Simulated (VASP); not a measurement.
Write the native input for VASP 6.6.1 that does the following.

* Task: single point
* Functional: BLYP
* Potentials or basis: VASP PAW PBE potentials, release 64 (P)
* Cutoff: 520 eV
* k mesh: 5 × 5 × 5
* Occupations: fermi-dirac, width 0.1 eV
* Spin: no spin polarisation
* Dipole correction: no
* Further INCAR settings: ALGO = Normal; EDIFF = 1e-06; NBANDS = 30

The structure of P lies in POSCAR:

```
P
1.0
    5.1442137381      0.0000000000      0.0000000000
    0.0000000000      5.1442137381      0.0000000000
    0.0000000000      0.0000000000      5.1442137381
P
8
Direct
    1.0000000000      0.0000000000      0.0000000000
    0.5000000000      0.5000000000      0.5000000000
    0.2500000000      1.0000000000      0.5000000000
    0.7500000000      1.0000000000      0.5000000000
    0.5000000000      0.2500000000      0.0000000000
    0.5000000000      0.7500000000      0.0000000000
    0.0000000000      0.5000000000      0.2500000000
    0.0000000000      0.5000000000      0.7500000000
```

These files were run (other wordings do the same):

INCAR

```
PREC = Accurate
ENCUT = 520
EDIFF = 1E-6
ISMEAR = -1
SIGMA = 0.1
LREAL = False
LASPH = True
NELM = 80
ALGO = Normal
ISIF = 2
LWAVE = False
LCHARG = True
GGA = B5
ALDAX = 1.0
AGGAX = 1.0
AGGAC = 1.0
ALDAC = 0.0
LELF = True
LVHAR = True
NBANDS = 30
```

KPOINTS

```
Automatic mesh
0
Gamma
  5 5 5
```

Potentials or basis: VASP PAW PBE potentials, release 64 (P).

The run is started by

```bash
$ cat potpaw_PBE.64/P/POTCAR > POTCAR
$ mpirun -np 1 vasp_std > vasp.out
```

Results of the run:

| Quantity | Value |
| --- | --- |
| Pressure | 0.1 GPa |
| Band gap on the k mesh | zero (bands 20 and 21 overlap by 0.59 eV) |

Caveat: the PAW data sets were made with another functional, which shifts forces and pressure a little.

Wall time 41 s on 1 thread of Intel(R) Xeon(R) Platinum 8375C CPU @ 2.90GHz (Ice Lake), on a shared host, peak memory 0.23 GiB.
